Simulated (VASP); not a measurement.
A run of VASP 6.6.1 is set up as follows.

File POSCAR:

```
LiF
1.0
    0.0769200317      2.2215305816      2.2215305816
    2.2215305816      0.0769200317      2.2215305816
    2.2215305816      2.2215305816      0.0769200317
Li F
1 1
Direct
    0.0025563095      0.0025563095      0.0025563095
    0.2474436905      0.2474436905      0.2474436905
```

Contents of INCAR.step1:

```
PREC = Accurate
ENCUT = 520
ISMEAR = 0
SIGMA = 0.01
LREAL = F
LASPH = T
NELM = 100
NBANDS = 12
GGA = PE
ALGO = Normal
EDIFF = 1E-4
LWAVE = T
LCHARG = F
```

The input INCAR.step2:

```
PREC = Accurate
ENCUT = 520
EDIFF = 1E-7
ISMEAR = 0
SIGMA = 0.01
LREAL = F
LASPH = T
NELM = 100
ALGO = Normal
ISIF = 2
LWAVE = F
LCHARG = T
METAGGA = R2SCAN
LMIXTAU = T
LELF = T
LVHAR = T
NBANDS = 12
ISTART = 1
```

KPOINTS

```
regular mesh
0
Gamma
  10 10 10
```

Potentials or basis: VASP PAW PBE potentials, release 64 (Li_sv, F).

Run with:

```console
$ cat potpaw_PBE.64/Li_sv/POTCAR potpaw_PBE.64/F/POTCAR > POTCAR
$ cp INCAR.step1 INCAR
$ mpirun -np 1 vasp_std > vasp.out
$ cp INCAR.step2 INCAR
$ mpirun -np 1 vasp_std > vasp.out
```

Question: Predict the largest force.

Answer: 0.008 eV/Å.

Question: Predict the band gap on the k mesh.

Answer: 8.39 eV, direct.

Forces in eV/Å, atoms in the order of the input:
```
Li  -0.004 -0.004 -0.004
F    0.004  0.004  0.004
```

Caveat: the cell differs from its parent crystal (strain along [111] +5.4%); the PAW data sets were made with another functional, which shifts forces and pressure a little. A k mesh can miss the band edges.
